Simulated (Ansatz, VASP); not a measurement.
**AlNi: VASP beside Ansatz**

INCAR

```
SYSTEM = AlNi
ALGO = Normal ; EDIFF = 1E-7
ENCUT = 520 ; GGA = PE
ISIF = 2 ; ISMEAR = 0
ISPIN = 2 ; LASPH = .True.
LCHARG = .False. ; LMAXMIX = 4
LORBIT = 11 ; LREAL = .False.
LWAVE = .False. ; MAGMOM = 1 0
NBANDS = 18 ; NELM = 150
PREC = Accurate ; SIGMA = 0.019000000000000003
```

Contents of KPOINTS:

```
k-points
0
Gamma
  9 9 9
  0 0 0
```

File POSCAR:

```
AlNi
1.0
    2.8810000000      0.0000000000      0.0000000000
    0.0000000000      2.8810000000      0.0000000000
    0.0000000000      0.0000000000      2.8810000000
Ni Al
1 1
Direct
    0.5000000000      0.5000000000      0.5000000000
    0.0000000000      0.0000000000      0.0000000000
```

input.yaml

```yaml
crystal:
  lattice:
    - [2.881, 0.0, 0.0]
    - [0.0, 2.881, 0.0]
    - [0.0, 0.0, 2.881]
  atoms:
    - { symbol: Ni, position: [0.5, 0.5, 0.5], spin: 1.0 }
    - { symbol: Al, position: [0.0, 0.0, 0.0] }
hamiltonian:
  xc: pbe
  pseudopotentials: { kind: paw }
magnetization:
  spin_polarized: true
kpoints:
  mp_grid: { grid: [9, 9, 9] }
scf:
  occupations: { method: gaussian, width: 0.019 }
output:
  forces: true
  stress: true
  eigenvalues: true
```

Alike in both runs: task single point; functional PBE; k mesh 9 × 9 × 9; occupations gaussian, width 0.019 eV; collinear spin.

|  | VASP | Ansatz |
| --- | --- | --- |
| version | VASP 6.6.1 | Ansatz 0.2.0 |
| potentials or method | VASP PAW PBE potentials, release 64 (Ni, Al) | Ansatz PAW |
| plane-wave cutoff (eV) | 520 | 420 |
| valence electrons in the cell | 13 | 21 |

|  | VASP | Ansatz | Ansatz less VASP |
| --- | --- | --- | --- |
| gap on the k mesh at the Fermi level (eV) | none | none | - |
| pressure (GPa) | 1.9 | 1.9 | 0.00 |
| net moment per atom (μB) | 0.00 | 0.00 | 0.000 |

A gap of «none» marks a metal or a gap that the smearing closes. VASP's potentials hold 13 valence electrons a cell and Ansatz's 21, so a difference there can come from the potentials and not from the codes.
